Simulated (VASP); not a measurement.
**BN (lda): single point with LDA**

The system is BN (lda).

```
B N
1.0
     2.49747    0.00000    0.00000
    -1.24873    2.16287    0.00000
     0.00000    0.00000    4.13258
B N
2 2
Direct
  0.33333 0.66667 0.99991
  0.66667 0.33333 0.49991
  0.33333 0.66667 0.37409
  0.66667 0.33333 0.87409
```

* Program: VASP 6.6.1
* Task: single point
* Functional: LDA
* Potentials or basis: VASP PAW LDA potentials, release 64 (B, N)
* Cutoff: 520 eV
* k mesh: 9 × 9 × 6
* Occupations: gaussian, width 0.01 eV
* Spin: no spin polarisation
* Dipole correction: no
* Further INCAR settings: ALGO = Normal; EDIFF = 1e-06; NBANDS = 16

```yaml
Pressure: 14.2 GPa
Largest_force: 0.003 eV/Å
Band_gap_on_the_k_mesh: 4.84 eV, indirect (least direct gap 8.42 eV)
```

Forces on the atoms (eV/Å):
```
B    0.000  0.000  0.003
B    0.000  0.000  0.003
N    0.000  0.000 -0.003
N    0.000  0.000 -0.003
```

Stress tensor (GPa, compression positive):
```
14.10  0.00  0.00
 0.00 14.10  0.00
 0.00  0.00 14.36
```

Levels at points of the mesh, in eV from the valence-band top:
```csv
k point,band 6,band 7,band 8,band 9,band 10,band 11
"(0.00, 0.00, 0.00)",-0.32,0.00,0.00,8.46,8.46,8.79
"(0.00, 0.00, 0.50)",-1.26,-1.26,-1.26,9.98,9.98,10.09
```

It took 23 s on 1 thread of Intel Xeon 6975P-C, on a shared host, peak memory 0.13 GiB.

A k mesh can miss the band edges. As with any semilocal functional, this LDA gap is likely too small.
